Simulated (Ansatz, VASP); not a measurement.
# Sr: VASP beside Ansatz

```
Sr
1.0
     0.00000    3.03217    3.03217
     3.03217    0.00000    3.03217
     3.03217    3.03217    0.00000
Sr
1
Cartesian
  0.0000 0.0000 0.0000
```

Change from the starting cell: volume scaled by 0.99.

Alike in both runs: task single point; functional LDA; k mesh 10 × 10 × 10; occupations fermi-dirac, width 0.08 eV; no spin polarisation.

```csv
,VASP,Ansatz
version,VASP 6.6.1,Ansatz 0.2.0
potentials or method,"VASP PAW LDA potentials, release 64 (Sr_sv), cutoff 520 eV","all-electron LAPW, scalar-relativistic"
```

```tsv
	VASP	Ansatz	Ansatz less VASP
pressure (GPa)	-1.5	-1.5	0.00
```

LDA's correlation is that of Perdew and Zunger in VASP and of Perdew and Wang (1992) in Ansatz. Ansatz ran all-electron here, and VASP with PAW potentials.
